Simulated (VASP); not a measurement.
Set up this calculation in VASP 6.6.1, as the native input.

| Property | Result |
| --- | --- |
| Task | single point |
| Functional | PBE |
| Potentials or basis | VASP PAW PBE potentials, release 64 (Bi_d, N) |
| Cutoff | 520 eV |
| k mesh | 18 × 18 × 15 |
| Occupations | gaussian, width 0.05 eV |
| Spin | no spin polarisation |
| Dipole correction | no |
| Further INCAR settings | ALGO = Normal; EDIFF = 1e-06; NBANDS = 17 |

The structure of BiN lies in POSCAR:

```
BiN
1.0
    3.4893699739      0.0000000000      0.0000000000
   -1.7446849870      3.0218830406      0.0000000000
    0.0000000000      0.0000000000      3.2651770091
Bi N
1 1
Direct
    0.0000000000      0.0000000000      0.0000000000
    0.6666666667      0.3333333333      0.5000000000
```

These files were run (other wordings do the same):

INCAR

```
  PREC = Accurate
  ENCUT = 520
  EDIFF = 1E-6
  ISMEAR = 0
  SIGMA = 0.05
  LREAL = F
  LASPH = T
  NELM = 80
  ALGO = Normal
  ISIF = 2
  LWAVE = F
  LCHARG = T
  GGA = PE
  LELF = T
  LVHAR = T
  NBANDS = 17
```

KPOINTS

```
regular mesh
0
Gamma
  18 18 15
```

Potentials or basis: VASP PAW PBE potentials, release 64 (Bi_d, N).

The run is started by

```bash
$ cat potpaw_PBE.64/Bi_d/POTCAR potpaw_PBE.64/N/POTCAR > POTCAR
$ mpirun -np 1 vasp_std > vasp.out
```

Results of the run:

* Pressure: 0.1 GPa
* Band gap on the k mesh: zero (band 10 reaches 9.21 eV, above the bottom of band 11 at 6.90 eV)

Caveat: spin-orbit coupling is left out, which moves the levels of the heavy elements.

It took 59 s on 1 thread of Intel(R) Xeon(R) 6975P-C (Granite Rapids), on a shared host, peak memory 0.27 GiB.
